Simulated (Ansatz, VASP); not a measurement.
## Two plane-wave programs on PtS2

The input INCAR:

```
PREC = Accurate ; ENCUT = 520
EDIFF = 1E-7 ; ISMEAR = 0
SIGMA = 0.05 ; LREAL = F
LASPH = T ; NELM = 100
ALGO = Normal ; ISIF = 2
LWAVE = F ; LCHARG = F
LDIPOL = T ; IDIPOL = 3
DIPOL = 0.5 0.5 0.387 ; GGA = PE
IVDW = 12 ; NBANDS = 31
```

The input KPOINTS:

```
regular mesh
0
Gamma
  9 9 1
```

POSCAR

```
PtS2
1.0
    3.5415278079      0.0000000000      0.0000000000
   -1.7707639039      3.0670530498      0.0000000000
    0.0000000000      0.0000000000     22.4670615492
S Pt
4 2
Direct
    0.6666666667      0.3333333333      0.2002932155
    0.3333333333      0.6666666667      0.3108341854
    0.3333333333      1.0000000000      0.4639472212
    0.0000000000      1.3333333333      0.5744881911
    0.0000000000      0.0000000000      0.2555637004
   -0.3333333333      0.6666666667      0.5192177062
```

Input for Ansatz:

```yaml
crystal:
  lattice:
    - [3.5415278079, 0.0, 0.0]
    - [-1.7707639039, 3.0670530498, 0.0]
    - [0.0, 0.0, 22.4670615492]
  atoms:
    - { symbol: S, position: [0.6666666667, 0.3333333333, 0.2002932155] }
    - { symbol: Pt, position: [0.0, 0.0, 0.2555637004] }
    - { symbol: S, position: [0.3333333333, 0.6666666667, 0.3108341854] }
    - { symbol: S, position: [0.3333333333, 1.0, 0.4639472212] }
    - { symbol: Pt, position: [-0.3333333333, 0.6666666667, 0.5192177062] }
    - { symbol: S, position: [0.0, 1.3333333333, 0.5744881911] }
basis:
  ecutwfc: 420
kpoints:
  mp_grid: { grid: [9, 9, 1] }
hamiltonian:
  xc: pbe
  pseudopotentials: { kind: paw, azcp: { folder: soft_1 } }
  dispersion: d3bj
scf:
  occupations: { method: gaussian, width: 0.05 }
output:
  forces: true
  eigenvalues: true
efield:
  axis: 3
  dipole_correction: true
  ramp_width: 0.04
```

Alike in both runs: task single point; functional PBE; dispersion D3(BJ); k mesh 9 × 9 × 1; occupations gaussian, width 0.05 eV; no spin polarisation.

|  | VASP | Ansatz |
| --- | --- | --- |
| version | VASP 6.6.1 | Ansatz 0.2.0 |
| potentials or method | VASP PAW PBE potentials, release 64 (S, Pt), cutoff 520 eV | scalar-relativistic, plane waves, PAW |
| valence electrons in the cell | 44 | 60 |

Ansatz gave:

| Item | Value |
| --- | --- |
| gap on the k mesh at the Fermi level (eV) | 1.41 |
| least direct gap on the mesh (eV) | 1.52 |
| rms of the force components (eV/Å) | 0.028 |

Task: Which values does VASP return?

Result: gap on the k mesh at the Fermi level (eV): 1.42; least direct gap on the mesh (eV): 1.53; rms of the force components (eV/Å): 0.030.

VASP's potentials hold 44 valence electrons a cell and Ansatz's 60, so a difference there can come from the potentials and not from the codes.

Neither program's run includes spin-orbit coupling.
